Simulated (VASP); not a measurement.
Here is a VASP 6.6.1 calculation.

Contents of INCAR:

```
SYSTEM = RbH2
PREC = Accurate ; ENCUT = 600
EDIFF = 1E-6 ; ISMEAR = 0
SIGMA = 0.1 ; LREAL = .False.
LASPH = .True. ; NELM = 80
ALGO = Normal ; ISIF = 3
LWAVE = .False. ; LCHARG = .False.
GGA = PE ; IBRION = 2
NSW = 90 ; EDIFFG = -0.04
```

Contents of KPOINTS:

```
regular mesh
0
Gamma
  6 6 6
  0 0 0
```

POSCAR

```
RbH2
1.0
    1.7389251992      1.0039689319      5.2519989411
   -1.7389251992      1.0039689319      5.2519989411
    0.0000000000     -2.0079378637      5.2519989411
Rb H
1 2
Direct
    0.0000000000      0.0000000000      0.0000000000
    0.7500000000      0.7500000000      0.7500000000
    0.2500000000      0.2500000000      0.2500000000
```

Potentials or basis: VASP PAW PBE potentials, release 64 (Rb_sv, H).

The run is started by

```sh
$ cat potpaw_PBE.64/Rb_sv/POTCAR potpaw_PBE.64/H/POTCAR > POTCAR
$ mpirun -np 1 vasp_std > vasp.out
```

Q: What does it give for the relaxed cell?

A: a = 5.044 Å, b = 5.044 Å, c = 5.044 Å, α = 47.41°, β = 47.41°, γ = 47.41°.

Q: Predict the space group after relaxing (to 0.05 Å).

A: R-3m (No. 166).

Q: What does it give for the relaxed volume?

A: 21.21 Å³/atom.

Final structure:
```
CELL_PARAMETERS angstrom
2.02773 1.17071 4.46753
-2.02773 1.17071 4.46753
0.00000 -2.34142 4.46753
ATOMIC_POSITIONS crystal
Rb 0.00000 0.00000 0.00000
H 0.80396 0.80396 0.80396
H 0.19604 0.19604 0.19604
```

Caveat: the volume moved by over 15 % at a fixed basis, so the end points are rough.
